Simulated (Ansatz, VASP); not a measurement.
Two plane-wave programs on ZrSi3N3

The input INCAR:

```
SYSTEM = ZrSi3N3
  PREC = Accurate
  ENCUT = 600
  EDIFF = 1E-7
  ISMEAR = 0
  SIGMA = 0.1
  LREAL = .False.
  LASPH = .True.
  NELM = 60
  ALGO = Normal
  ISIF = 3
  LWAVE = .False.
  LCHARG = .False.
  GGA = PE
  IBRION = 2
  NSW = 100
  EDIFFG = -0.01
```

The input KPOINTS:

```
regular mesh
0
Gamma
  10 10 6
  0 0 0
```

Contents of POSCAR:

```
ZrSi3N3
1.0
    4.1488807808      0.0000000000      0.0000000000
    0.0000000000      4.1488807808      0.0000000000
    0.0000000000      0.0000000000      7.3536352796
Zr Si N
1 3 3
Direct
    0.0000000000      0.0000000000      0.2066548992
    0.5000000000      0.0000000000      0.8706620779
    0.0000000000      0.5000000000      0.8706620779
    0.0000000000      0.0000000000      0.6927940490
    0.5000000000      0.0000000000      0.0973004807
    0.0000000000      0.5000000000      0.0973004807
    0.0000000000      0.0000000000      0.4720339047
```

Input for Ansatz:

```yaml
crystal:
  lattice:
    - [4.1488807808, 0.0, 0.0]
    - [0.0, 4.1488807808, 0.0]
    - [0.0, 0.0, 7.3536352796]
  atoms:
    - { symbol: Zr, position: [0.0, 0.0, 0.2066548992] }
    - { symbol: Si, position: [0.5, 0.0, 0.8706620779] }
    - { symbol: Si, position: [0.0, 0.5, 0.8706620779] }
    - { symbol: Si, position: [0.0, 0.0, 0.692794049] }
    - { symbol: "N", position: [0.5, 0.0, 0.0973004807] }
    - { symbol: "N", position: [0.0, 0.5, 0.0973004807] }
    - { symbol: "N", position: [0.0, 0.0, 0.4720339047] }
basis:
  ecutwfc: 420
kpoints:
  mp_grid: { grid: [10, 10, 6] }
hamiltonian:
  xc: pbe
scf:
  occupations: { method: gaussian, width: 0.1 }
output:
  forces: true
  stress: true
  eigenvalues: true
  write_density: true
  write_potential: true
  elf: true
  volumetric_format: npy
relax:
  adjacent_minimum: "off"
  f_tol: 0.01
  max_steps: 80
  cell: { stress_tol: 0.05 }
```

Alike in both runs: task relaxation of cell and atoms; functional PBE; k mesh 10 × 10 × 6; occupations gaussian, width 0.1 eV; no spin polarisation.

|  | VASP | Ansatz |
| --- | --- | --- |
| version | VASP 6.6.1 | Ansatz 0.2.0 |
| potentials or method | VASP PAW PBE potentials, release 64 (Zr_sv, Si, N), cutoff 600 eV | scalar-relativistic, plane waves, PAW |
| valence electrons in the cell | 39 | 39 |

```csv
,VASP,Ansatz,Ansatz less VASP
"gap on the k mesh at the Fermi level, each at its own relaxed structure (eV)",none,none,-
relaxed volume (Å³/atom),17.98,18.01,+0.024
relaxed length of the cell vector where the two differ most in proportion (Å),4.128,4.132,+0.0040
```

A gap of «none» marks a metal or a gap that the smearing closes.
